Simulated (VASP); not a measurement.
A run of VASP 6.6.1 is set up as follows.

Contents of INCAR:

```
SYSTEM = BP
ALGO = Normal
EDIFF = 1E-6
ENCUT = 520
GGA = PE
ISIF = 2
ISMEAR = 0
LASPH = .True.
LCHARG = .False.
LREAL = Auto
LWAVE = .False.
NBANDS = 46
NELM = 80
PREC = Accurate
SIGMA = 0.01
```

File KPOINTS:

```
k-points
0
Gamma
  1 1 1
  0 0 0
```

File POSCAR:

```
BP
1.0
    0.0000000000      4.5481927936     -4.5481927936
    4.5481927936      4.5481927936      0.0000000000
    4.5481927936      0.0000000000     -4.5481927936
B P
8 8
Direct
    0.5000000000      0.5000000000      0.0000000000
    0.5000000000      0.0000000000      0.0000000000
    1.0000000000      0.5000000000      0.0000000000
    1.0000000000      0.0000000000      0.0000000000
    0.5000000000      0.5000000000      0.5000000000
    0.5000000000      0.0000000000      0.5000000000
    1.0000000000      0.5000000000      0.5000000000
    1.0000000000      0.0000000000      0.5000000000
    0.3750000000      0.3750000000      0.3750000000
    0.3750000000      0.8750000000      0.3750000000
    0.8750000000      0.3750000000      0.3750000000
    0.8750000000      0.8750000000      0.3750000000
    0.3750000000      0.3750000000      0.8750000000
    0.3750000000      0.8750000000      0.8750000000
    0.8750000000      0.3750000000      0.8750000000
    0.8750000000      0.8750000000      0.8750000000
```

Potentials or basis: VASP PAW PBE potentials, release 64 (B, P).

Command:

```console
$ cat potpaw_PBE.64/B/POTCAR potpaw_PBE.64/P/POTCAR > POTCAR
$ mpirun -np 1 vasp_gam > vasp.out
```

Problem. What does it give for the band gap on the k mesh?

Solution. 1.16 eV.

Problem. What does it give for the pressure?

Solution. 15.3 GPa.

Caveat: the k points lie up to 1.20 Å⁻¹ apart. A k mesh can miss the band edges.
